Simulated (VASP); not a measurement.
Set up this calculation in VASP 6.6.1, as the native input.

- Task: single point
- Functional: PBE
- Potentials or basis: VASP PAW PBE potentials, release 64 (Mg)
- Cutoff: 520 eV
- k mesh: 13 × 8 × 8
- Occupations: fermi-dirac, width 0.08 eV
- Spin: no spin polarisation
- Dipole correction: no
- Further INCAR settings: ALGO = Normal; EDIFF = 1e-06; NBANDS = 12

The structure of Mg lies in POSCAR:

```
Mg
1.0
   -1.5997790265      2.7708985547      0.0000000000
    0.0000000000      0.0000000000      5.1808918026
    4.7993370793      2.7708985547      0.0000000000
Mg
4
Direct
    0.5000000000      0.2500000000      0.1666666670
    0.0000000000      0.2500000000      0.6666666670
    0.0000000000      0.7500000000      0.3333333330
    0.5000000000      0.7500000000      0.8333333330
```

The input as run:

INCAR

```
ALGO = Normal
EDIFF = 1E-6
ENCUT = 520
GGA = PE
ISIF = 2
ISMEAR = -1
LASPH = True
LCHARG = False
LREAL = False
LWAVE = False
NBANDS = 12
NELM = 60
PREC = Accurate
SIGMA = 0.08
```

KPOINTS

```
k-points
0
Gamma
  13 8 8
```

Potentials or basis: VASP PAW PBE potentials, release 64 (Mg).

Command:

```console
$ cat potpaw_PBE.64/Mg/POTCAR > POTCAR
$ mpirun -np 1 vasp_std > vasp.out
```

It gave:

- Pressure: -0.1 GPa
- Band gap on the k mesh: zero (bands 4 and 5 overlap by 2.00 eV)

Wall time 56 s on 1 thread of AMD EPYC 9R45 96-Core Processor (Zen 5), with other jobs on the host, peak memory 0.27 GiB.
